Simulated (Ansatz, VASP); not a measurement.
Given: the input of a run of VASP 6.6.1 on CdF2.

Contents of INCAR:

```
SYSTEM = CdF2
PREC = Accurate ; ENCUT = 520
EDIFF = 1E-6 ; ISMEAR = -1
SIGMA = 0.05 ; LREAL = .False.
LASPH = .True. ; NELM = 80
ALGO = Normal ; ISIF = 2
LWAVE = .False. ; LCHARG = .False.
GGA = PS ; NBANDS = 20
```

The input KPOINTS:

```
Automatic mesh
0
Gamma
  9 9 9
  0 0 0
```

File POSCAR:

```
CdF2
1.0
    0.0000000000      2.6759189183      2.6759189183
    2.6759189183      0.0000000000      2.6759189183
    2.6759189183      2.6759189183      0.0000000000
Cd F
1 2
Direct
    0.0000000000      0.0000000000      0.0000000000
    0.7500000000      0.7500000000      0.7500000000
    0.2500000000      0.2500000000      0.2500000000
```

Potentials or basis: VASP PAW PBE potentials, release 64 (Cd, F).

The run is started by

```sh
$ cat potpaw_PBE.64/Cd/POTCAR potpaw_PBE.64/F/POTCAR > POTCAR
$ mpirun -np 1 vasp_std > vasp.out
```

Problem. Set up the same calculation for Ansatz 0.2.0. Potentials there: all-electron LAPW, scalar-relativistic.

Solution. As run (the cutoff follows the program's own potentials):

File input.yaml:

```yaml
crystal:
  lattice:
    - [0.0, 2.6759189183, 2.6759189183]
    - [2.6759189183, 0.0, 2.6759189183]
    - [2.6759189183, 2.6759189183, 0.0]
  atoms:
    - { symbol: Cd, position: [0.0, 0.0, 0.0] }
    - { symbol: F, position: [0.75, 0.75, 0.75] }
    - { symbol: F, position: [0.25, 0.25, 0.25] }
kpoints:
  mp_grid: { grid: [9, 9, 9] }
scf:
  occupations: { method: fermi_dirac, width: 0.05 }
hamiltonian:
  xc: pbesol
  pseudopotentials: { kind: all_electron, lapw: { basis_error: 0.001 } }
output:
  forces: true
  stress: true
  eigenvalues: true
```

Potentials or basis: all-electron LAPW, scalar-relativistic.

The run is started by

```bash
$ ansatz run input.yaml --threads 2 --pin off --max-ram 8192MiB --backend cpu --events-out ev --progress --plain --runs-dir out
```

Both were run:

|  | VASP | Ansatz | Ansatz less VASP |
| --- | --- | --- | --- |
| gap on the k mesh at the Fermi level (eV) | 3.00 | 3.03 | +0.026 |
| least direct gap on the mesh (eV) | 3.44 | 3.46 | +0.028 |
| pressure (GPa) | 2.9 | 2.0 | -0.87 |

VASP's potentials were made for PBE, not for PBEsol. Ansatz ran all-electron here, and VASP with PAW potentials.
